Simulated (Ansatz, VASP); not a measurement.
**Two plane-wave programs on C**

```
C
1.0
     2.55700    0.00000    0.00000
    -1.27850    2.21443    0.00000
     0.00000    0.00000    4.25425
C
4
Direct
  0.33333 0.66667 0.06269
  0.66667 0.33333 0.56269
  0.33333 0.66667 0.43731
  0.66667 0.33333 0.93731
```

Alike in both runs: task single point; functional RPBE; k mesh 12 × 12 × 7; occupations fermi-dirac, width 0.05 eV; no spin polarisation.

|  | VASP | Ansatz |
| --- | --- | --- |
| version | VASP 6.6.1 | Ansatz 0.2.0 |
| potentials or method | VASP PAW PBE potentials, release 64 (C), cutoff 520 eV | plane waves (420 eV) with PAW, scalar-relativistic |
| valence electrons in the cell | 16 | 16 |

VASP gave:

| Item | Value |
| --- | --- |
| pressure (GPa) | -14.9 |
| traceless stress, the component that is largest in VASP (GPa) | -0.18 |

**Question.** Estimate Ansatz's values.

**Answer.** Pressure (GPa): -15.3; traceless stress, the component that is largest in VASP (GPa): -0.10.

VASP's potentials were made for PBE, not for RPBE.
